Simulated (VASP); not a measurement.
Pt, 1 atom in the cell. Symmetry: Fm-3m, No. 225, cubic system. Conventional cell: a = 3.922 Å, b = 3.922 Å, c = 3.922 Å, α = 90.00°, β = 90.00°, γ = 90.00°. Within 3.7 Å of Pt (site symmetry m-3m) lie 12 Pt at 2.77 Å. 

| Property | Result |
| --- | --- |
| Program | VASP 6.6.1 |
| Task | single point |
| Functional | LDA |
| Potentials or basis | VASP PAW LDA potentials, release 64 (Pt) |
| Cutoff | 520 eV |
| k mesh | 10 × 10 × 10 |
| Occupations | gaussian, width 0.02 eV |
| Spin | no spin polarisation |
| Dipole correction | no |
| Further INCAR settings | ALGO = Normal; EDIFF = 1e-06; NBANDS = 11 |

Potentials or basis: VASP PAW LDA potentials, release 64 (Pt).

The run is started by

```sh
$ cat potpaw_LDA.64/Pt/POTCAR > POTCAR
$ mpirun -np 1 vasp_std > vasp.out
```

Hardware: 1 thread of Intel Xeon 6975P-C, with other jobs on the host.

**Question.** How long does it take, and how much memory?

**Answer.** Run time: 4.1 s on 1 thread of Intel Xeon 6975P-C, on a shared host, peak memory 0.13 GiB. Counts: scf iterations 11, k points 47.
